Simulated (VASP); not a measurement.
A run of VASP 6.6.1 is set up as follows.

The input POSCAR:

```
Cu
1.0
    2.6354605366      0.0000000000      0.0000000000
   -1.3177302683      2.2823757754      0.0000000000
    0.0000000000      0.0000000000      4.4415766800
Cu
2
Direct
    0.3333333333      0.6666666667      0.2500000000
    0.6666666667      0.3333333333      0.7500000000
```

File INCAR.step1:

```
SYSTEM = Cu
PREC = Accurate ; ENCUT = 520
ISMEAR = 0 ; SIGMA = 0.15
LREAL = .FALSE. ; LASPH = .TRUE.
NELM = 80 ; NBANDS = 18
GGA = PE ; ALGO = Normal
EDIFF = 1E-4 ; LWAVE = .TRUE.
LCHARG = .FALSE.
```

Contents of INCAR.step2:

```
SYSTEM = Cu
PREC = Accurate ; ENCUT = 520
EDIFF = 1E-7 ; ISMEAR = 0
SIGMA = 0.15 ; LREAL = .FALSE.
LASPH = .TRUE. ; NELM = 80
ALGO = Normal ; ISIF = 2
LWAVE = .FALSE. ; LCHARG = .FALSE.
METAGGA = R2SCAN ; LMIXTAU = .TRUE.
NBANDS = 18 ; ISTART = 1
```

Contents of KPOINTS:

```
Automatic mesh
0
G
  24 24 12
  0 0 0
```

Potentials or basis: VASP PAW PBE potentials, release 64 (Cu).

Run with:

```bash
$ cat potpaw_PBE.64/Cu/POTCAR > POTCAR
$ cp INCAR.step1 INCAR
$ mpirun -np 1 vasp_std > vasp.out
$ cp INCAR.step2 INCAR
$ mpirun -np 1 vasp_std > vasp.out
```

(1) What does it give for the pressure?

(2) Predict the band gap on the k mesh.

## Answers

(1) -16.2 GPa.

(2) zero (bands 11 and 12 overlap by 5.97 eV).

Caveat: the cell differs from its parent crystal (strain +0.040 along x and y, +0.080 along z); the cell stands under tension; the PAW data sets were made with another functional, which shifts forces and pressure a little.
